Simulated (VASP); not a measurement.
# Y (Fd-3m) in VASP: further runs, part 2 of 2

VASP 6.6.1.

### 3 Single point, PBEsol (27.03 Å³/atom)

This run uses another cell than the first one, of 27.03 Å³/atom.

Input file INCAR:

```
SYSTEM = Y
ALGO = Normal
EDIFF = 1E-6
ENCUT = 520
GGA = PS
ISIF = 2
ISMEAR = -1
LASPH = .TRUE.
LCHARG = .FALSE.
LREAL = .FALSE.
LWAVE = .FALSE.
NBANDS = 18
NELM = 100
PREC = Accurate
SIGMA = 0.08
```

Input file KPOINTS:

```
k-points
0
G
  10 10 10
  0 0 0
```

Input file POSCAR:

```
Y
1.0
    0.0000000000      3.0011857711      3.0011857711
    3.0011857711      0.0000000000      3.0011857711
    3.0011857711      3.0011857711      0.0000000000
Y
2
Direct
   -0.1250000000     -0.1250000000     -0.1250000000
    0.1250000000      0.1250000000      0.1250000000
```

Potentials or basis: VASP PAW PBE potentials, release 64 (Y_sv).

Command:

```bash
$ cat potpaw_PBE.64/Y_sv/POTCAR > POTCAR
$ mpirun -np 1 vasp_std > vasp.out
```

OUTCAR:

```text
SYSTEM = Y
   EDIFF = 1E-6
   ENCUT = 520
   GGA = PS
   ISIF = 2
   ISMEAR = -1
   LASPH = .TRUE.
   LREAL = .FALSE.
   NELM = 100
   PREC = Accurate

 ion  position               nearest neighbor table
   1  0.875  0.875  0.875-   2 2.60   2 2.60   2 2.60   2 2.60
   2  0.125  0.125  0.125-   1 2.60   1 2.60   1 2.60   1 2.60

  LATTYP: Found a face centered cubic cell.
 ALAT       =     6.0023715422

  Lattice vectors:

 A1 = (   0.0000000000,   3.0011857711,   3.0011857711)
 A2 = (   3.0011857711,   0.0000000000,   3.0011857711)
 A3 = (   3.0011857711,   3.0011857711,   0.0000000000)

Analysis of symmetry for initial positions (statically):
=====================================================================
 Subroutine PRICEL returns:
 Original cell was already a primitive cell.

 Routine SETGRP: Setting up the symmetry group for a
 face centered cubic supercell.

 Subroutine GETGRP returns: Found 48 space group operations
 (whereof 12 operations were pure point group operations)
 out of a pool of 48 trial point group operations.

The static configuration has the point symmetry D_3d.
 The point group associated with its full space group is O_h .

Analysis of symmetry for dynamics (positions and initial velocities):
=====================================================================
 Subroutine PRICEL returns:
 Original cell was already a primitive cell.

 Routine SETGRP: Setting up the symmetry group for a
 face centered cubic supercell.

 Subroutine GETGRP returns: Found 48 space group operations
 (whereof 12 operations were pure point group operations)
 out of a pool of 48 trial point group operations.

The dynamic configuration has the point symmetry D_3d.
 The point group associated with its full space group is O_h .

 Subroutine INISYM returns: Found 48 space group operations
 (whereof 12 operations are pure point group operations),
 and found     1 'primitive' translations

[... 109 lines left out ...]
   ISMEAR =    -1;   SIGMA  =   0.08  broadening in eV -4-tet -1-fermi 0-gaus
   EFERMI_NEDOS =   21; number of points for ismear=-14 and -15
   IALGO  =     38    algorithm
   IMIX   =      4    mixing-type and parameters
     AMIX     =   0.40;   BMIX     =  1.00
     AMIX_MAG =   1.60;   BMIX_MAG =  1.00
  volume/ion in A,a.u.               =      27.03       182.42
  Fermi-wavevector in a.u.,A,eV,Ry     =   1.213145  2.292512 20.023989  1.471722
  Thomas-Fermi vector in A             =   2.348607
   LORBIT       =      0    0 simple, 1 ext, 2 COOP (PROOUT), +10 PAW based schemes
   GGA     = PS    functional components
   LHFCALC =     F    Hartree Fock is set to
   AEXX    =    0.0000 exact exchange contribution
   IVDW    =     0    specifies the selected vdW correction
   LEPSILON=     F    determine dielectric tensor
   LRPA    =     F    only Hartree local field effects (RPA)
 non-spin polarized calculation
  energy-cutoff  :      520.00
  volume of cell :       54.06
 maximum number of plane-waves:      1476
   NGX = 15   NGY = 15   NGZ = 15

 number of electron      22.0000000 magnetization

 Free energy of the ion-electron system (eV)
  ---------------------------------------------------
  ext. energy  EPLUGINS =         0.00000000
  ---------------------------------------------------
  free energy    TOTEN  =        -9.27199943 eV

  energy without entropy =       -9.21389224  energy(sigma->0) =       -9.24294584

 E-fermi :   3.6626     XC(G=0): -10.1274

 val. band max:        3.6579959613   @ k =  -0.3000   0.1000   0.0000
 cond. band min:       3.6943230199   @ k =  -0.2000   0.2000   0.0000
 fundamental gap:      0.0363270585
 Fermi energy:         3.6626268393

 k-point     1 :       0.0000    0.0000    0.0000
  band No.  band energies     occupation
      1     -39.6286      2.00000
      2     -38.2937      2.00000
      3     -20.0885      2.00000
      4     -20.0885      2.00000
      5     -20.0885      2.00000
      6     -18.3031      2.00000
[... 481 lines left out ...]
      5     -19.6029      2.00000
      6     -18.7862      2.00000
[... 10 lines left out ...]
     17       7.7154      0.00000
     18       8.3414      0.00000

 [... further k-points ...]

------------------------ aborting loop because EDIFF is reached ----------------------------------------

  FORCE on cell =-STRESS in cart. coord.  units (eV):
  Direction    XX          YY          ZZ          XY          YZ          ZX
  --------------------------------------------------------------------------------------
  -------------------------------------------------------------------------------------
  Total        2.2819359      2.2819359      2.2819359      0.0000000      0.0000000      0.0000000
  in kB       67.6247054     67.6247054     67.6247054      0.0000000      0.0000000      0.0000000
  external PRESSURE =      67.6247054 kB  Pullay stress =       0.0000000 kB

 VOLUME and BASIS-vectors are now :
 -----------------------------------------------------------------------------
  energy-cutoff  :      520.00
  volume of cell :       54.06
      direct lattice vectors                 reciprocal lattice vectors
     0.000000000  3.001185771  3.001185771    -0.166600817  0.166600817  0.166600817
     3.001185771  0.000000000  3.001185771     0.166600817 -0.166600817  0.166600817
     3.001185771  3.001185771  0.000000000     0.166600817  0.166600817 -0.166600817

 POSITION                                       TOTAL-FORCE (eV/Angst)
 -----------------------------------------------------------------------------------
      5.25208      5.25208      5.25208        -0.000000      0.000000     -0.000000
      0.75030      0.75030      0.75030         0.000000     -0.000000      0.000000
 -----------------------------------------------------------------------------------
    total drift:                                0.000000      0.000000     -0.000000

  FREE ENERGIE OF THE ION-ELECTRON SYSTEM (eV)
  ---------------------------------------------------
  free  energy   TOTEN  =        -9.2719994328 eV

  energy  without entropy=       -9.2138922379  energy(sigma->0) =       -9.24294584
```

stdout:

```text
POSCAR found type information on POSCAR Y
 POSCAR found :  1 types and       2 ions
 scaLAPACK will be used
 -----------------------------------------------------------------------------
|                                                                             |
|                                                                             |
|     You enforced a specific xc type in the INCAR file but a different       |
|     I HOPE YOU KNOW WHAT YOU ARE DOING!                                     |
|                                                                             |
 -----------------------------------------------------------------------------

 LDA part: xc-table for (Slater+PW92), standard interpolation
 POSCAR, INCAR and KPOINTS ok, starting setup
 FFT: planning ... GRIDC
 FFT: planning ... GRID_SOFT
 FFT: planning ... GRID
 WAVECAR not read
 entering main loop
```

Wall time 34 s (1 thread of Intel Xeon Platinum 8259CL at 2.50GHz (Skylake/Cascade Lake), shared host); peak memory 0.2 GiB.

What came out:

- Free energy: -9.2720 eV
- Pressure: 6.8 GPa
- Band gap on the k mesh: zero (bands 11 and 12 overlap by 1.35 eV)

Levels at points of the mesh, in eV from the Fermi level:
```tsv
k point	band 8	band 9	band 10	band 11	band 12	band 13	band 14	band 15
(0.00, 0.00, 0.00)	-21.97	-4.12	-0.83	-0.83	0.79	0.79	0.79	3.24
(0.50, 0.00, 0.00)	-21.67	-1.42	-1.13	-0.72	-0.72	0.39	0.39	2.03
(0.50, 0.50, 0.00)	-21.37	-2.19	-2.19	0.45	0.45	1.78	1.78	2.37
```

Caveat: the cell stands under pressure; the PAW data sets were made with another functional, which shifts forces and pressure a little.

### 4 Single point, PBEsol (27.03 Å³/atom)

This run uses another cell than the first one, of 27.03 Å³/atom.

Input file INCAR:

```
PREC = Accurate
ENCUT = 520
EDIFF = 1E-6
ISMEAR = -1
SIGMA = 0.08
LREAL = F
LASPH = T
NELM = 80
ALGO = Normal
ISIF = 2
LWAVE = F
LCHARG = F
GGA = PS
NBANDS = 18
```

Input file KPOINTS:

```
regular mesh
0
Gamma
  10 10 10
```

POSCAR is that of step 3.

Potentials or basis: VASP PAW PBE potentials, release 64 (Y_sv).

Command:

```bash
$ cat potpaw_PBE.64/Y_sv/POTCAR > POTCAR
$ mpirun -np 1 vasp_std > vasp.out
```

OUTCAR:

```text
PREC = Accurate
   ENCUT = 520
   EDIFF = 1E-6
   ISMEAR = -1
   LREAL = F
   LASPH = T
   NELM = 80
   ISIF = 2
   GGA = PS

 ion  position               nearest neighbor table
   1  0.875  0.875  0.875-   2 2.60   2 2.60   2 2.60   2 2.60
   2  0.125  0.125  0.125-   1 2.60   1 2.60   1 2.60   1 2.60

  LATTYP: Found a face centered cubic cell.
 ALAT       =     6.0023715422

  Lattice vectors:

[... 688 lines left out ...]
     18       8.3414      0.00000

 [... further k-points ...]

------------------------ aborting loop because EDIFF is reached ----------------------------------------

  FORCE on cell =-STRESS in cart. coord.  units (eV):
  Direction    XX          YY          ZZ          XY          YZ          ZX
  --------------------------------------------------------------------------------------
  -------------------------------------------------------------------------------------
  Total        2.2819359      2.2819359      2.2819359      0.0000000      0.0000000      0.0000000
  in kB       67.6247054     67.6247054     67.6247054      0.0000000      0.0000000      0.0000000
  external PRESSURE =      67.6247054 kB  Pullay stress =       0.0000000 kB

 VOLUME and BASIS-vectors are now :
 -----------------------------------------------------------------------------
  energy-cutoff  :      520.00
  volume of cell :       54.06
      direct lattice vectors                 reciprocal lattice vectors
     0.000000000  3.001185771  3.001185771    -0.166600817  0.166600817  0.166600817
     3.001185771  0.000000000  3.001185771     0.166600817 -0.166600817  0.166600817
     3.001185771  3.001185771  0.000000000     0.166600817  0.166600817 -0.166600817

 POSITION                                       TOTAL-FORCE (eV/Angst)
 -----------------------------------------------------------------------------------
      5.25208      5.25208      5.25208        -0.000000      0.000000     -0.000000
      0.75030      0.75030      0.75030         0.000000     -0.000000      0.000000
 -----------------------------------------------------------------------------------
    total drift:                                0.000000      0.000000     -0.000000

  FREE ENERGIE OF THE ION-ELECTRON SYSTEM (eV)
  ---------------------------------------------------
  free  energy   TOTEN  =        -9.2719994328 eV

  energy  without entropy=       -9.2138922379  energy(sigma->0) =       -9.24294584
```

stdout:

```text
POSCAR found type information on POSCAR Y
 POSCAR found :  1 types and       2 ions
 scaLAPACK will be used
 -----------------------------------------------------------------------------
|                                                                             |
|                                                                             |
|     You enforced a specific xc type in the INCAR file but a different       |
|     I HOPE YOU KNOW WHAT YOU ARE DOING!                                     |
|                                                                             |
 -----------------------------------------------------------------------------

 LDA part: xc-table for (Slater+PW92), standard interpolation
 POSCAR, INCAR and KPOINTS ok, starting setup
 FFT: planning ... GRIDC
 FFT: planning ... GRID_SOFT
 FFT: planning ... GRID
 WAVECAR not read
 entering main loop
```

Run time: 35 s. Hardware: 1 thread of Intel Xeon Platinum 8259CL at 2.50GHz (Skylake/Cascade Lake), shared host; peak memory 0.2 GiB.

What came out:

```
Free energy            : -9.2720 eV
Pressure               : 6.8 GPa
Band gap on the k mesh : zero (bands 11 and 12 overlap by 1.35 eV)
```

Caveat: the cell stands under pressure; the PAW data sets were made with another functional, which shifts forces and pressure a little.
